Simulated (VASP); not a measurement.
Runs of VASP 6.6.1 on MoS2. The structure is that of space group P6_3/mmc (No. 194), or close to it. The cells are those of the table. 

```csv
cell,gap on the mesh (eV),pressure (GPa),largest force (eV/Å)
"a = 3.175, b = 3.175, c = 12.192 Å, angles 90.0, 90.0, 120.0°, 6 atoms",0.82,-3.8,0.40
"a = 3.123, b = 3.123, c = 11.991 Å, angles 90.0, 90.0, 120.0°, 6 atoms",0.77,(a),0.40
"a = 3.202, b = 3.202, c = 12.294 Å, angles 90.0, 90.0, 120.0°, 6 atoms",0.84,-7.0,0.76
"a = 3.071, b = 3.071, c = 11.789 Å, angles 90.0, 90.0, 120.0°, 6 atoms",(c),13.7,1.34
"a = 3.097, b = 3.097, c = 11.890 Å, angles 90.0, 90.0, 120.0°, 6 atoms",(b),8.6,0.85
```

Alike in all rows: task single point; level PBE+D3(BJ); potentials or basis VASP PAW PBE potentials, release 64 (Mo_sv, S); no spin polarisation; k mesh 12 × 12 × 4; cutoff (eV) 520; smearing gaussian 0.05 eV.

Task: Estimate the missing entries.

Result: (a) 3.9; (b) 0.74; (c) 0.71.

Caveats: the cell stands under pressure (at least some runs); semilocal functionals underestimate gaps, and a narrow one can read as zero (at least some runs); the cell stands under tension (at least some runs); forces of over 1 eV/Å act on the atoms, so gaps and moduli don't describe the material at rest (at least some runs).

A k mesh can miss the band edges, and the runs leave out spin-orbit coupling on Mo.
